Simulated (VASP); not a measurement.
# Mo (Im-3m) in VASP: settings compared

The runs below take Mo through single point, with PBE, LDA, r2SCAN.

Everything below comes from runs of VASP 6.6.1. Logs are shortened: lines on timing, memory, paths and dates and some standing lists are left out, and cuts for length are marked.

### Step 1. The cell of the first run

The structure is cubic, space group Im-3m (No. 229). Conventional cell: a = 3.168 Å, b = 3.168 Å, c = 3.168 Å, α = 90.00°, β = 90.00°, γ = 90.00°. Mo (site symmetry m-3m) has 14 Mo at 2.74 to 3.17 Å within 3.6 Å.

### Step 2. Single point, PBE

The input, INCAR:

```
ALGO = Normal
EDIFF = 1E-7
ENCUT = 520
GGA = PE
ISIF = 2
ISMEAR = -1
LASPH = True
LCHARG = False
LREAL = False
LWAVE = False
NBANDS = 13
NELM = 60
PREC = Accurate
SIGMA = 0.1
```

The input, KPOINTS:

```
k-points
0
Gamma
  10 10 10
```

The input, POSCAR:

```
Mo
1.0
   -1.5838090000      1.5838090000      1.5838090000
    1.5838090000     -1.5838090000      1.5838090000
    1.5838090000      1.5838090000     -1.5838090000
Mo
1
Direct
    0.0000000000      0.0000000000      0.0000000000
```

Potentials or basis: VASP PAW PBE potentials, release 64 (Mo_sv).

On the command line:

```bash
cat potpaw_PBE.64/Mo_sv/POTCAR > POTCAR
mpirun -np 1 vasp_std > vasp.out
```

OUTCAR:

```text
EDIFF = 1E-7
   ENCUT = 520
   GGA = PE
   ISIF = 2
   ISMEAR = -1
   LASPH = True
   LREAL = False
   NELM = 60
   PREC = Accurate

 ion  position               nearest neighbor table
   1  0.000  0.000  0.000-

  LATTYP: Found a body centered cubic cell.
 ALAT       =     3.1676180000

  Lattice vectors:

 A1 = (  -1.5838090000,   1.5838090000,   1.5838090000)
 A2 = (   1.5838090000,  -1.5838090000,   1.5838090000)
 A3 = (   1.5838090000,   1.5838090000,  -1.5838090000)

Analysis of symmetry for initial positions (statically):
=====================================================================
 Subroutine PRICEL returns:
 Original cell was already a primitive cell.

 Routine SETGRP: Setting up the symmetry group for a
 body centered cubic supercell.

 Subroutine GETGRP returns: Found 48 space group operations
 (whereof 48 operations were pure point group operations)
 out of a pool of 48 trial point group operations.

The static configuration has the point symmetry O_h .

Analysis of symmetry for dynamics (positions and initial velocities):
=====================================================================
 Subroutine PRICEL returns:
 Original cell was already a primitive cell.

 Routine SETGRP: Setting up the symmetry group for a
 body centered cubic supercell.

 Subroutine GETGRP returns: Found 48 space group operations
 (whereof 48 operations were pure point group operations)
 out of a pool of 48 trial point group operations.

The dynamic configuration has the point symmetry O_h .

 Subroutine INISYM returns: Found 48 space group operations
 (whereof 48 operations are pure point group operations),
 and found     1 'primitive' translations

----------------------------------------------------------------------------------------

                                     Primitive cell

  volume of cell :      15.8916

  direct lattice vectors                    reciprocal lattice vectors
    -1.583809000  1.583809000  1.583809000     0.000000000  0.315694632  0.315694632
     1.583809000 -1.583809000  1.583809000     0.315694632  0.000000000  0.315694632
     1.583809000  1.583809000 -1.583809000     0.315694632  0.315694632  0.000000000

  length of vectors
     2.743237657  2.743237657  2.743237657     0.446459631  0.446459631  0.446459631

  position of ions in fractional coordinates (direct lattice)
     0.000000000  0.000000000  0.000000000

  ion indices of the primitive-cell ions
   primitive index   ion index
                 1           1

----------------------------------------------------------------------------------------

 KPOINTS: k-points

Automatic generation of k-mesh.
 Grid dimensions read from file:
 generate k-points for:   10   10   10

 Generating k-lattice:

  Cartesian coordinates                     Fractional coordinates (reciprocal lattice)
     0.000000000  0.031569463  0.031569463     0.100000000  0.000000000  0.000000000
     0.031569463  0.000000000  0.031569463     0.000000000  0.100000000  0.000000000
     0.031569463  0.031569463  0.000000000     0.000000000  0.000000000  0.100000000

  Length of vectors
     0.044645963  0.044645963  0.044645963

  Shift w.r.t. Gamma in fractional coordinates (k-lattice)
     0.000000000  0.000000000  0.000000000

 Subroutine IBZKPT returns following result:
 ===========================================

 Found     47 irreducible k-points:

 Following reciprocal coordinates:
            Coordinates               Weight
  0.000000  0.000000  0.000000      1.000000
  0.100000  0.000000  0.000000     12.000000
  0.200000  0.000000  0.000000     12.000000
  0.300000  0.000000  0.000000     12.000000
  0.400000  0.000000  0.000000     12.000000
  0.500000  0.000000  0.000000      6.000000
[... 16 lines left out ...]
  0.300000  0.300000  0.100000      8.000000
 -0.300000  0.300000  0.100000     24.000000
 [... further k-points ...]
   k-points           NKPTS =     47   k-points in BZ     NKDIM =     47   number of bands    NBANDS=     13
   number of dos      NEDOS =    301   number of ions     NIONS =      1
   total plane-waves  NPLWV =   8000
   dimension x,y,z NGX =    20 NGY =   20 NGZ =   20
   dimension x,y,z NGXF=    40 NGYF=   40 NGZF=   40
   ions per type =               1
   NGX,Y,Z   is equivalent  to a cutoff of  12.12, 12.12, 12.12 a.u.
   NGXF,Y,Z  is equivalent  to a cutoff of  24.24, 24.24, 24.24 a.u.
 SYSTEM =  unknown system
   PREC   = accura    normal or accurate (medium, high low for compatibility)
   ISTART =      0    job   : 0-new  1-cont  2-samecut
   ICHARG =      2    charge: 1-file 2-atom 10-const
   ISPIN  =      1    spin polarized calculation?
   LNONCOLLINEAR =      F non collinear calculations
   LSORBIT =      F    spin-orbit coupling
   LASPH  =      T    aspherical Exc in radial PAW
   ENCUT  =  520.0 eV  38.22 Ry    6.18 a.u.   5.10  5.10  5.10*2*pi/ulx,y,z
   NELM   =     60;   NELMIN=  2; NELMDL= -5     # of ELM steps
   EDIFF  = 0.1E-06   stopping-criterion for ELM
   LREAL  =      F    real-space projection
   EDIFFG = 0.1E-05   stopping-criterion for IOM
   NSW    =      0    number of steps for IOM
   IBRION =     -1    ionic relax: 0-MD 1-quasi-New 2-CG
   NFREE  =      0    steps in history (QN), initial steepest desc. (CG)
   ISIF   =      2    stress and relaxation
   ISYM   =      2    0-nonsym 1-usesym 2-fastsym
   POTIM  = 0.5000    time-step for ionic-motion
   TEBEG  =    0.0;   TEEND  =   0.0 temperature during run
   PSTRESS=    0.0 pullay stress
   NELECT =      14.0000    total number of electrons
   NUPDOWN=      -1.0000    fix difference up-down
   EMIN   =  10.00;   EMAX   =-10.00  energy-range for DOS
   EFERMI =   0.00;   METHOD = LEGACY
   ISMEAR =    -1;   SIGMA  =   0.10  broadening in eV -4-tet -1-fermi 0-gaus
   EFERMI_NEDOS =   21; number of points for ismear=-14 and -15
   IALGO  =     38    algorithm
   IMIX   =      4    mixing-type and parameters
     AMIX     =   0.40;   BMIX     =  1.00
     AMIX_MAG =   1.60;   BMIX_MAG =  1.00
  volume/ion in A,a.u.               =      15.89       107.24
  Fermi-wavevector in a.u.,A,eV,Ry     =   1.569380  2.965698 33.510506  2.462953
  Thomas-Fermi vector in A             =   2.671271
   LORBIT       =      0    0 simple, 1 ext, 2 COOP (PROOUT), +10 PAW based schemes
   GGA     = PE    functional components
   LHFCALC =     F    Hartree Fock is set to
   AEXX    =    0.0000 exact exchange contribution
   IVDW    =     0    specifies the selected vdW correction
   LEPSILON=     F    determine dielectric tensor
   LRPA    =     F    only Hartree local field effects (RPA)
 non-spin polarized calculation
  energy-cutoff  :      520.00
  volume of cell :       15.89
 maximum number of plane-waves:       445
   NGX = 11   NGY = 11   NGZ = 11

 number of electron      14.0000005 magnetization

 Free energy of the ion-electron system (eV)
  ---------------------------------------------------
  ext. energy  EPLUGINS =         0.00000000
  ---------------------------------------------------
  free energy    TOTEN  =       -10.93487958 eV

  energy without entropy =      -10.90387527  energy(sigma->0) =      -10.91937742

 E-fermi :  12.4133     XC(G=0): -13.2952

 val. band max:       12.3651330353   @ k =  -0.2000   0.2000   0.1000
 cond. band min:      12.4247189421   @ k =  -0.3000   0.3000   0.3000
 fundamental gap:      0.0595859068
 Fermi energy:        12.4132519241

 k-point     1 :       0.0000    0.0000    0.0000
  band No.  band energies     occupation
      1     -48.9315      2.00000
      2     -22.2362      2.00000
      3     -22.2362      2.00000
      4     -22.2362      2.00000
      5       5.1493      2.00000
      6      11.0058      2.00000
      7      11.0058      2.00000
      8      11.0058      2.00000
      9      13.9715      0.00000
     10      13.9715      0.00000
     11      27.1358      0.00000
     12      27.1358      0.00000
     13      27.1358      0.00000

 k-point     2 :       0.1000    0.0000    0.0000
  band No.  band energies     occupation
      1     -48.9082      2.00000
      2     -22.3713      2.00000
      3     -22.2781      2.00000
      4     -22.2371      2.00000
      5       5.5745      2.00000
      6      10.7709      2.00000
      7      10.9562      2.00000
      8      11.4094      1.99991
      9      13.6624      0.00001
     10      13.9810      0.00000
     11      27.4243      0.00000
     12      27.8579      0.00000
     13      27.9009      0.00000

 k-point     3 :       0.2000    0.0000    0.0000
  band No.  band energies     occupation
      1     -48.8470      2.00000
      2     -22.7163      2.00000
      3     -22.3865      2.00000
      4     -22.2396      2.00000
      5       6.6168      2.00000
      6      10.2118      2.00000
      7      10.7612      2.00000
      8      12.5641      0.36232
      9      13.3806      0.00013
     10      14.0509      0.00000
     11      27.5506      0.00000
     12      28.7748      0.00000
     13      29.8494      0.00000

 k-point     4 :       0.3000    0.0000    0.0000
  band No.  band energies     occupation
      1     -48.7704      2.00000
      2     -23.1265      2.00000
      3     -22.5177      2.00000
      4     -22.2429      2.00000
      5       7.3598      2.00000
      6       9.6066      2.00000
      7      11.1678      1.99999
      8      13.6265      0.00001
      9      14.2357      0.00000
     10      14.2773      0.00000
     11      26.3144      0.00000
     12      27.3205      0.00000
     13      32.7160      0.00000

 k-point     5 :       0.4000    0.0000    0.0000
  band No.  band energies     occupation
      1     -48.7076      2.00000
      2     -23.4467      2.00000
      3     -22.6219      2.00000
      4     -22.2456      2.00000
      5       7.2520      2.00000
      6       9.1692      2.00000
      7      12.7315      0.07970
      8      14.0163      0.00000
      9      14.4832      0.00000
     10      16.0861      0.00000
     11      24.8490      0.00000
     12      24.9245      0.00000
     13      30.9044      0.00000
[... 257 lines left out ...]
 k-point    22 :      -0.2000    0.2000    0.1000
  band No.  band energies     occupation
      1     -48.8260      2.00000
      2     -22.7179      2.00000
      3     -22.4309      2.00000
      4     -22.3436      2.00000
      5       6.9912      2.00000
      6      10.5762      2.00000
      7      10.8164      2.00000
      8      12.3651      1.23606
      9      12.4277      0.92775
     10      14.6503      0.00000
     11      28.3213      0.00000
     12      28.9594      0.00000
     13      30.3332      0.00000

 k-point    23 :       0.3000    0.3000    0.1000
  band No.  band energies     occupation
      1     -48.6637      2.00000
      2     -23.0868      2.00000
      3     -23.0868      2.00000
      4     -22.5256      2.00000
      5       8.7186      2.00000
      6      10.1609      2.00000
      7      10.1609      2.00000
      8      14.5824      0.00000
      9      14.5824      0.00000
     10      22.0211      0.00000
     11      22.7116      0.00000
     12      22.7116      0.00000
     13      26.9335      0.00000

 k-point    24 :      -0.3000    0.3000    0.1000
  band No.  band energies     occupation
      1     -48.7515      2.00000
      2     -23.1075      2.00000
      3     -22.5644      2.00000
      4     -22.3418      2.00000
      5       7.7346      2.00000
      6      10.0107      2.00000
      7      10.6944      2.00000
      8      12.8641      0.02178
      9      14.1502      0.00000
     10      14.9449      0.00000
     11      26.4858      0.00000
     12      27.9944      0.00000
     13      32.0683      0.00000

 [... further k-points ...]

------------------------ aborting loop because EDIFF is reached ----------------------------------------

  FORCE on cell =-STRESS in cart. coord.  units (eV):
  Direction    XX          YY          ZZ          XY          YZ          ZX
  --------------------------------------------------------------------------------------
  -------------------------------------------------------------------------------------
  Total       -0.1233706     -0.1233706     -0.1233706     -0.0000000     -0.0000000     -0.0000000
  in kB      -12.4380948    -12.4380948    -12.4380948     -0.0000000     -0.0000000     -0.0000000
  external PRESSURE =     -12.4380948 kB  Pullay stress =       0.0000000 kB

 VOLUME and BASIS-vectors are now :
 -----------------------------------------------------------------------------
  energy-cutoff  :      520.00
  volume of cell :       15.89
      direct lattice vectors                 reciprocal lattice vectors
    -1.583809000  1.583809000  1.583809000     0.000000000  0.315694632  0.315694632
     1.583809000 -1.583809000  1.583809000     0.315694632  0.000000000  0.315694632
     1.583809000  1.583809000 -1.583809000     0.315694632  0.315694632  0.000000000

 POSITION                                       TOTAL-FORCE (eV/Angst)
 -----------------------------------------------------------------------------------
      0.00000      0.00000      0.00000         0.000000      0.000000     -0.000000
 -----------------------------------------------------------------------------------
    total drift:                                0.000000      0.000000      0.000000

  FREE ENERGIE OF THE ION-ELECTRON SYSTEM (eV)
  ---------------------------------------------------
  free  energy   TOTEN  =       -10.9348795778 eV

  energy  without entropy=      -10.9038752661  energy(sigma->0) =      -10.91937742
```

Run time: 3.8 s. Hardware: 1 thread of Intel Xeon 6975P-C (Granite Rapids), shared host; peak memory 0.12 GiB.

Results:

| Quantity | Value |
| --- | --- |
| Free energy | -10.9349 eV |
| Pressure | -1.2 GPa |
| Band gap on the k mesh | zero (band 7 reaches 16.23 eV, above the bottom of band 8 at 11.01 eV) |

Levels at points of the mesh, in eV from the Fermi level:
```tsv
k point	band 3	band 4	band 5	band 6	band 7	band 8	band 9	band 10	band 11	band 12
(0.00, 0.00, 0.00)	-34.65	-34.65	-7.26	-1.41	-1.41	-1.41	1.56	1.56	14.72	14.72
(0.50, 0.00, 0.00)	-35.07	-34.66	-5.30	-3.40	1.48	1.58	2.19	4.56	11.32	11.84
(0.50, 0.50, 0.50)	-35.57	-35.57	-5.39	-5.39	3.82	3.82	3.82	8.86	8.86	8.86
```

### Step 3. Single point, LDA

The input, INCAR:

```
SYSTEM = Mo
PREC = Accurate
ENCUT = 520
EDIFF = 1E-6
ISMEAR = -1
SIGMA = 0.1
LREAL = .FALSE.
LASPH = .TRUE.
NELM = 100
ALGO = Normal
ISIF = 2
LWAVE = .FALSE.
LCHARG = .FALSE.
NBANDS = 13
```

The input, KPOINTS:

```
regular mesh
0
G
  10 10 10
  0 0 0
```

POSCAR is that of step 2.

Potentials or basis: VASP PAW LDA potentials, release 64 (Mo_sv).

On the command line:

```bash
cat potpaw_LDA.64/Mo_sv/POTCAR > POTCAR
mpirun -np 1 vasp_std > vasp.out
```

Wall time 3 s (1 thread of Intel Xeon 6975P-C (Granite Rapids), shared host); peak memory 0.12 GiB.

Results (log left out):

- Free energy: -12.0993 eV
- Pressure: -13.1 GPa
- Band gap on the k mesh: zero (band 7 reaches 16.13 eV, above the bottom of band 8 at 10.86 eV)

Levels at points of the mesh, in eV from the Fermi level:
```csv
k point,band 5,band 6,band 7,band 8,band 9,band 10
"(0.00, 0.00, 0.00)",-7.26,-1.42,-1.42,-1.42,1.52,1.52
"(0.50, 0.00, 0.00)",-5.32,-3.41,1.53,1.55,2.16,4.59
"(0.50, 0.50, 0.50)",-5.42,-5.42,3.85,3.85,3.85,8.84
```

### Step 4. Single point, r2SCAN

POSCAR is that of step 3.

The input, INCAR.step1:

```
PREC     = Accurate       # precision mode
ENCUT    = 520            # plane-wave cutoff, eV
ISMEAR   = -1             # smearing method
SIGMA    = 0.1            # smearing width, eV
LREAL    = F              # projectors in reciprocal space
LASPH    = T              # aspherical terms in the spheres
NELM     = 60             # most SCF steps
NBANDS   = 13             # bands
GGA      = PE             # functional
ALGO     = Normal         # electronic algorithm
EDIFF    = 1E-4           # SCF threshold, eV
LWAVE    = T              # write WAVECAR
LCHARG   = F              # write CHGCAR
```

The input, INCAR.step2:

```
PREC     = Accurate       # precision mode
ENCUT    = 520            # plane-wave cutoff, eV
EDIFF    = 1E-6           # SCF threshold, eV
ISMEAR   = -1             # smearing method
SIGMA    = 0.1            # smearing width, eV
LREAL    = F              # projectors in reciprocal space
LASPH    = T              # aspherical terms in the spheres
NELM     = 60             # most SCF steps
ALGO     = Normal         # electronic algorithm
ISIF     = 2              # what is computed and relaxed
LWAVE    = F              # write WAVECAR
LCHARG   = F              # write CHGCAR
METAGGA  = R2SCAN         # meta-GGA
LMIXTAU  = T            
NBANDS   = 13             # bands
ISTART   = 1
```

The input, KPOINTS:

```
regular mesh
0
Gamma
  10 10 10
```

Potentials or basis: VASP PAW PBE potentials, release 64 (Mo_sv).

On the command line:

```bash
cat potpaw_PBE.64/Mo_sv/POTCAR > POTCAR
cp INCAR.step1 INCAR
mpirun -np 1 vasp_std > vasp.out
cp INCAR.step2 INCAR
mpirun -np 1 vasp_std > vasp.out
```

Wall time 13 s (1 thread of Intel Xeon 6975P-C (Granite Rapids), shared host); peak memory 0.13 GiB.

The run converged. Its results:

```yaml
Free_energy: -26.0710 eV
Pressure: -3.1 GPa
Band_gap_on_the_k_mesh: zero (band 7 reaches 16.34 eV, above the bottom of band 8 at 10.90 eV)
```

Levels at points of the mesh, in eV from the Fermi level:
| k point | band 5 | band 6 | band 7 | band 8 | band 9 | band 10 |
| --- | --- | --- | --- | --- | --- | --- |
| (0.00, 0.00, 0.00) | -7.70 | -1.48 | -1.48 | -1.48 | 1.79 | 1.79 |
| (0.50, 0.00, 0.00) | -5.58 | -3.59 | 1.42 | 1.76 | 2.45 | 4.73 |
| (0.50, 0.50, 0.50) | -5.61 | -5.61 | 3.96 | 3.96 | 3.96 | 9.25 |

Caveat: the PAW data sets were made with another functional, which shifts forces and pressure a little.

### Step 5. Summary

```tsv
level	potentials or basis	gap on the mesh (eV)	pressure (GPa)
PBE	VASP PAW PBE potentials, release 64 (Mo_sv)	none	-1.2
LDA	VASP PAW LDA potentials, release 64 (Mo_sv)	none	-13.1
r2SCAN	VASP PAW PBE potentials, release 64 (Mo_sv)	none	-3.1
```

Alike in all rows: task single point; no spin polarisation; cell as given; k mesh 10 × 10 × 10; cutoff (eV) 520; smearing fermi-dirac 0.1 eV.

Caveats: the PAW data sets were made with another functional, which shifts forces and pressure a little (some runs).

Absolute energies hang on the potentials; compare differences alone.
